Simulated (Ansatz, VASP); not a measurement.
YB in VASP and in Ansatz

File POSCAR:

```
YB
1.0
    0.0000000000      2.6829467209      2.6829467209
    2.6829467209      0.0000000000      2.6829467209
    2.6829467209      2.6829467209      0.0000000000
Y B
1 1
Direct
    0.5000000000      0.5000000000      0.5000000000
    0.0000000000      0.0000000000      0.0000000000
```

INCAR.step1

```
PREC = Accurate ; ENCUT = 520
ISMEAR = 0 ; SIGMA = 0.05
LREAL = F ; LASPH = T
NELM = 80 ; NBANDS = 14
GGA = PE ; ALGO = Normal
EDIFF = 1E-4 ; LWAVE = T
LCHARG = F
```

The input INCAR.step2:

```
PREC = Accurate ; ENCUT = 520
EDIFF = 1E-6 ; ISMEAR = 0
SIGMA = 0.05 ; LREAL = F
LASPH = T ; NELM = 80
ALGO = Normal ; ISIF = 2
LWAVE = F ; LCHARG = F
METAGGA = R2SCAN ; LMIXTAU = T
NBANDS = 14 ; ISTART = 1
```

Contents of KPOINTS:

```
Automatic mesh
0
Gamma
  12 12 12
```

Input for Ansatz:

```yaml
crystal:
  lattice:
    - [0.0, 2.6829467209, 2.6829467209]
    - [2.6829467209, 0.0, 2.6829467209]
    - [2.6829467209, 2.6829467209, 0.0]
  atoms:
    - { symbol: "Y", position: [0.5, 0.5, 0.5] }
    - { symbol: B, position: [0.0, 0.0, 0.0] }
basis:
  ecutwfc: 500
  ecutrho_ratio: 4
kpoints:
  mp_grid: { grid: [12, 12, 12] }
hamiltonian:
  xc: r2scan
scf:
  occupations: { method: gaussian, width: 0.05 }
output:
  forces: true
  stress: true
  eigenvalues: true
```

Alike in both runs: task single point; functional r2SCAN; k mesh 12 × 12 × 12; occupations gaussian, width 0.05 eV; no spin polarisation.

```csv
,VASP,Ansatz
version,VASP 6.6.1,Ansatz 0.2.0
potentials or method,"VASP PAW PBE potentials, release 64 (Y_sv, B), cutoff 520 eV","scalar-relativistic, plane waves, PAW"
valence electrons in the cell,14,14
```

|  | VASP | Ansatz | Ansatz less VASP |
| --- | --- | --- | --- |
| gap on the k mesh at the Fermi level (eV) | none | none | - |
| pressure (GPa) | 0.0 | 0.0 | +0.03 |

VASP's potentials were made for PBE, not for r2SCAN. A gap of «none» marks a metal or a gap that the smearing closes.
